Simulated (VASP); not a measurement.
Write the native input for VASP 6.6.1 that does the following.

| Property | Result |
| --- | --- |
| Task | single point |
| Functional | PBE |
| Potentials or basis | VASP PAW PBE potentials, release 64 (Br) |
| Cutoff | 500 eV |
| k mesh | 6 × 6 × 6 |
| Occupations | gaussian, width 0.02 eV |
| Spin | no spin polarisation |
| Dipole correction | no |
| Further INCAR settings | ALGO = Normal; EDIFF = 1e-06; NBANDS = 14 |

The structure of Br lies in POSCAR:

```
Br
1.0
    0.0000000000      3.4972410515      3.4972410515
    3.4972410515      0.0000000000      3.4972410515
    3.4972410515      3.4972410515      0.0000000000
Br
2
Direct
    1.0000000000      1.0000000000      1.0000000000
    0.2500000000      0.2500000000      0.2500000000
```

One way to write it, as run:

INCAR

```
PREC = Accurate
ENCUT = 500
EDIFF = 1E-6
ISMEAR = 0
SIGMA = 0.02
LREAL = F
LASPH = T
NELM = 120
ALGO = Normal
ISIF = 2
LWAVE = F
LCHARG = F
GGA = PE
NBANDS = 14
GGA_COMPAT = F
```

KPOINTS

```
Automatic mesh
0
Gamma
  6 6 6
```

Potentials or basis: VASP PAW PBE potentials, release 64 (Br).

Run with:

```bash
$ cat potpaw_PBE.64/Br/POTCAR > POTCAR
$ mpirun -np 1 vasp_std > vasp.out
```

It gave:

```yaml
Pressure: 0.0 GPa
Band_gap_on_the_k_mesh: zero (bands 7 and 8 overlap by 1.21 eV)
```

It took 5.7 s on 1 thread of Intel(R) Xeon(R) 6975P-C (Granite Rapids), on a shared host, peak memory 0.2 GiB.
